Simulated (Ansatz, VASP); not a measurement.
**C: VASP beside Ansatz**

POSCAR

```
C
1.0
    0.0000000000      1.8150376185      1.8150376185
    1.8150376185      0.0000000000      1.8150376185
    1.8150376185      1.8150376185      0.0000000000
C
2
Direct
    0.0000000000      0.0000000000      0.0000000000
    0.2500000000      0.2500000000      0.2500000000
```

INCAR.step1

```
SYSTEM = C
PREC = Accurate ; ENCUT = 660
ISMEAR = 0 ; SIGMA = 0.01
LREAL = .False. ; LASPH = .True.
NELM = 120 ; NBANDS = 11
GGA = PE ; ALGO = Normal
EDIFF = 1E-5 ; LWAVE = .True.
LCHARG = .False. ; GGA_COMPAT = .False.
```

INCAR.step2

```
SYSTEM = C
PREC = Accurate ; ENCUT = 660
EDIFF = 1E-6 ; ISMEAR = 0
SIGMA = 0.01 ; LREAL = .False.
LASPH = .True. ; NELM = 120
ALGO = Normal ; ISIF = 2
LWAVE = .False. ; LCHARG = .True.
METAGGA = R2SCAN ; LMIXTAU = .True.
LELF = .True. ; LVHAR = .True.
NBANDS = 11 ; ISTART = 1
GGA_COMPAT = .False.
```

The input KPOINTS:

```
regular mesh
0
Gamma
  10 10 10
  0 0 0
```

Input for Ansatz:

```yaml
crystal:
  lattice:
    - [0.0, 1.8150376185, 1.8150376185]
    - [1.8150376185, 0.0, 1.8150376185]
    - [1.8150376185, 1.8150376185, 0.0]
  atoms:
    - { symbol: C, position: [0.0, 0.0, 0.0] }
    - { symbol: C, position: [0.25, 0.25, 0.25] }
kpoints:
  mp_grid: { grid: [10, 10, 10] }
hamiltonian:
  xc: r2scan
scf:
  occupations: { method: fixed }
  n_extra_bands: 4
output:
  forces: true
  stress: true
  eigenvalues: true
```

Alike in both runs: task single point; functional r2SCAN; k mesh 10 × 10 × 10; no spin polarisation.

|  | VASP | Ansatz |
| --- | --- | --- |
| version | VASP 6.6.1 | Ansatz 0.2.0 |
| potentials or method | VASP PAW PBE potentials, release 64 (C) | plane waves, PAW |
| plane-wave cutoff (eV) | 660 | 500 |
| occupations | gaussian, width 0.01 eV | fixed |
| valence electrons in the cell | 8 | 8 |

Ansatz gave:

```
gap on the k mesh at the Fermi level (eV) : 4.28
pressure (GPa)                            : -23.6
```

Task: Estimate VASP's values.

Result: gap on the k mesh at the Fermi level (eV): 4.25; pressure (GPa): -23.5.

VASP's potentials were made for PBE, not for r2SCAN.
